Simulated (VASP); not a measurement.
Crystal: NiMoIrPdW.

```xyz
5
Lattice="2.7662 0.0000 0.0000 -1.3831 2.3956 0.0000 0.0000 0.0000 11.0229" Properties=species:S:1:pos:R:3 pbc="T T T"
Ni    0.0000    1.5971    6.5820
Mo    0.0000    0.0000    4.5276
Pd    1.3831    0.7985    8.7654
Ir    1.3831    0.7985    2.2002
W     0.0000    1.5971   10.9936
```

| Item | Value |
| --- | --- |
| Program | VASP 6.6.1 |
| Task | relaxation of cell and atoms |
| Functional | RPBE |
| Potentials or basis | VASP PAW PBE potentials, release 64 (Ni, Mo_sv, Pd, Ir, W_sv) |
| Cutoff | 600 eV |
| k mesh | 8 × 8 × 2 |
| Occupations | fermi-dirac, width 0.05 eV |
| Spin | collinear spin, ferromagnetic start |
| Starting moments | [1.0, 1.0, 0.0, 0.6, 0.0] μB |

At the start: pressure 4.6 GPa; volume 14.61 Å³/atom.

**Question.** How do energy, volume and symmetry change on relaxing?

**Answer.** Over 10 steps the energy falls by 4.3 meV/atom and the volume is 14.90 Å³/atom (+2.0 %); space group P3m1 (No. 156, to 0.1 Å) before and after; moment 0.00 μB per cell.

Step by step:
```tsv
step	energy change (eV)	largest force (eV/Å)	pressure (GPa)	volume (Å³)
1	0.0000	0.1033	4.63	73.04
2	0.0771	0.2732	-9.26	77.60
3	-0.0197	0.0995	-0.07	74.42
4	-0.0197	0.0992	0.01	74.40
5	-0.0207	0.0623	0.02	74.42
6	-0.0212	0.0475	0.06	74.45
7	-0.0215	0.0089	-0.09	74.52
8	-0.0215	0.0134	-0.09	74.52
9	-0.0215	0.0102	0.19	74.43
10	-0.0215	0.0043	0.04	74.48
```

Final structure:
```
CELL_PARAMETERS angstrom
2.78144 0.00000 0.00000
-1.39072 2.40880 0.00000
0.00000 0.00000 11.11661
ATOMIC_POSITIONS crystal
Ni 0.33333 0.66667 0.59621
Mo 0.00000 0.00000 0.40951
Pd 0.66667 0.33333 0.79599
Ir 0.66667 0.33333 0.20004
W 0.33333 0.66667 0.99825
```

Caveat: the moments typed at the start vanished in this run; the PAW data sets were made with another functional, which shifts forces and pressure a little.
